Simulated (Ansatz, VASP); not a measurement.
W in VASP and in Ansatz

INCAR

```
ALGO = Fast ; EDIFF = 1E-7
ENCUT = 520 ; GGA = PS
ISIF = 2 ; ISMEAR = 0
LASPH = T ; LCHARG = T
LELF = T ; LREAL = F
LVHAR = T ; LWAVE = F
NBANDS = 13 ; NELM = 60
PREC = Accurate ; SIGMA = 0.15
```

The input KPOINTS:

```
k-points
0
Gamma
  20 20 20
```

File POSCAR:

```
W
1.0
   -1.6372325000      1.6372325000      1.5973000000
    1.6372325000     -1.6372325000      1.5973000000
    1.6372325000      1.6372325000     -1.5973000000
W
1
Direct
    0.0000000000      0.0000000000      0.0000000000
```

Input for Ansatz:

```yaml
crystal:
  lattice:
    - [-1.6372325, 1.6372325, 1.5973]
    - [1.6372325, -1.6372325, 1.5973]
    - [1.6372325, 1.6372325, -1.5973]
  atoms:
    - { symbol: W, position: [0.0, 0.0, 0.0] }
basis:
  ecutwfc: 420
kpoints:
  mp_grid: { grid: [20, 20, 20] }
hamiltonian:
  xc: pbesol
scf:
  occupations: { method: gaussian, width: 0.15 }
output:
  forces: true
  stress: true
  eigenvalues: true
```

Change from the starting cell: strain +0.025 along x and y, +0.000 along z, atoms carried along.

Alike in both runs: task single point; functional PBEsol; k mesh 20 × 20 × 20; occupations gaussian, width 0.15 eV; no spin polarisation.

|  | VASP | Ansatz |
| --- | --- | --- |
| version | VASP 6.6.1 | Ansatz 0.2.0 |
| potentials or method | VASP PAW PBE potentials, release 64 (W_sv), cutoff 520 eV | scalar-relativistic, plane waves, PAW |
| valence electrons in the cell | 14 | 14 |

Ansatz gave:

| Quantity | Value |
| --- | --- |
| gap on the k mesh at the Fermi level (eV) | none |
| pressure (GPa) | -23.5 |
| traceless stress, the component that is largest in VASP (GPa) | 4.77 |

Question: Estimate VASP's values.

Answer: gap on the k mesh at the Fermi level (eV): none; pressure (GPa): -23.2; traceless stress, the component that is largest in VASP (GPa): 4.76.

VASP's potentials were made for PBE, not for PBEsol. A gap of «none» marks a metal or a gap that the smearing closes. With one functional, cell and mesh, what is left measures potentials, basis and numerics.

Neither program's run includes spin-orbit coupling.
